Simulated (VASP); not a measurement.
A run of VASP 6.6.1 is set up as follows.

INCAR

```
ALGO = Normal
EDIFF = 1E-8
ENCUT = 520
GGA = PS
ISIF = 2
ISMEAR = -1
LASPH = T
LCHARG = F
LEFG = T
LREAL = F
LWAVE = F
NBANDS = 16
NELM = 60
PREC = Accurate
SIGMA = 0.08
```

The input KPOINTS:

```
k-points
0
Gamma
  15 15 13
```

POSCAR

```
TiB2
1.0
    3.0291982016      0.0302919820      0.0302919820
   -1.4883654748      2.6082166047      0.0110876350
    0.0322840000      0.0322840000      3.2284000000
Ti B
1 2
Direct
    0.0000000000      0.0000000000      0.0000000000
    0.3333333333      0.6666666667      0.5000000000
    0.6666666667      0.3333333333      0.5000000000
```

Potentials or basis: VASP PAW PBE potentials, release 64 (Ti_sv, B).

Run with:

```console
$ cat potpaw_PBE.64/Ti_sv/POTCAR potpaw_PBE.64/B/POTCAR > POTCAR
$ mpirun -np 1 vasp_std > vasp.out
```

(1) What does it give for the largest force?

(2) What does it give for the band gap on the k mesh?

(3) What does it give for the pressure?

Answers

(1) 0.079 eV/Å.

(2) zero (bands 9 and 10 overlap by 0.35 eV).

(3) -4.4 GPa.

Caveat: the cell differs from its parent crystal (equal xy, yz and zx shear strains of +2 %); the cell stands under tension; without QUAD_EFG the Cq values of the log hold for a quadrupole moment of 1 mb, not for the nuclei; the PAW data sets were made with another functional, which shifts forces and pressure a little.
